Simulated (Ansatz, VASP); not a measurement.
## One calculation of Na, two programs

The input INCAR:

```
SYSTEM = Na
PREC = Accurate
ENCUT = 520
EDIFF = 1E-6
ISMEAR = -1
SIGMA = 0.05
LREAL = .False.
LASPH = .True.
NELM = 100
ALGO = Normal
ISIF = 2
LWAVE = .False.
LCHARG = .True.
GGA = PE
LELF = .True.
LVHAR = .True.
NBANDS = 10
```

The input KPOINTS:

```
regular mesh
0
Gamma
  13 13 13
  0 0 0
```

Contents of POSCAR:

```
Na
1.0
   -1.9317615710      1.9317615710      1.9317615710
    1.9317615710     -1.9317615710      1.9317615710
    1.9317615710      1.9317615710     -1.9317615710
Na
1
Direct
    0.0000000000      0.0000000000      0.0000000000
```

Input for Ansatz:

```yaml
crystal:
  lattice:
    - [-1.931761571, 1.931761571, 1.931761571]
    - [1.931761571, -1.931761571, 1.931761571]
    - [1.931761571, 1.931761571, -1.931761571]
  atoms:
    - { symbol: Na, position: [0.0, 0.0, 0.0] }
kpoints:
  mp_grid: { grid: [13, 13, 13] }
scf:
  occupations: { method: fermi_dirac, width: 0.05 }
hamiltonian:
  xc: pbe
  pseudopotentials: { kind: all_electron, lapw: { basis_error: 0.001 } }
output:
  forces: true
  stress: true
  eigenvalues: true
  populations: true
```

Change from the starting cell: volume scaled by 0.78, LAPW.

Alike in both runs: task single point; functional PBE; k mesh 13 × 13 × 13; occupations fermi-dirac, width 0.05 eV; no spin polarisation.

|  | VASP | Ansatz |
| --- | --- | --- |
| version | VASP 6.6.1 | Ansatz 0.2.0 |
| potentials or method | VASP PAW PBE potentials, release 64 (Na_pv), cutoff 520 eV | all-electron LAPW, scalar-relativistic |

Ansatz gave:

- pressure (GPa): 3.1

Question: Which values does VASP return?

Answer: Pressure (GPa): 3.0.

Ansatz ran all-electron here, and VASP with PAW potentials.
